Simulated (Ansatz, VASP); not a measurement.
Two plane-wave programs on WS2

```
W S
1.0
     3.24237    0.00000    0.00000
    -1.62118    2.80797    0.00000
     0.00000    0.00000   12.74516
W S
2 4
Direct
  0.66667 0.33333 0.75000
  0.33333 0.66667 0.25000
  0.66667 0.33333 0.37500
  0.33333 0.66667 0.87500
  0.66667 0.33333 0.12500
  0.33333 0.66667 0.62500
```

Alike in both runs: task single point; functional PBE; dispersion D3(BJ); k mesh 10 × 10 × 3; occupations fermi-dirac, width 0.05 eV; no spin polarisation.

|  | VASP | Ansatz |
| --- | --- | --- |
| version | VASP 6.6.1 | Ansatz 0.2.0 |
| potentials or method | VASP PAW PBE potentials, release 64 (W_sv, S) | Ansatz PAW |
| plane-wave cutoff (eV) | 520 | 420 |
| valence electrons in the cell | 52 | 52 |

VASP gave:

| Quantity | Value |
| --- | --- |
| gap on the k mesh at the Fermi level (eV) | 1.17 |
| least direct gap on the mesh (eV) | 1.93 |
| pressure (GPa) | -9.5 |
| traceless stress, the component that is largest in VASP (GPa) | 0.63 |
| rms of the force components (eV/Å) | 0.380 |

Question: Which values does Ansatz return?

Answer: gap on the k mesh at the Fermi level (eV): 1.16; least direct gap on the mesh (eV): 1.93; pressure (GPa): -9.5; traceless stress, the component that is largest in VASP (GPa): 0.62; rms of the force components (eV/Å): 0.381.

Atom by atom the forces differ by 0.001 eV/Å (rms over components).

Spin-orbit coupling is off throughout. Noted on Ansatz's run: odd divisions of the mesh miss points on the zone boundary, where band edges often lie, so the gap on the mesh can be too wide.
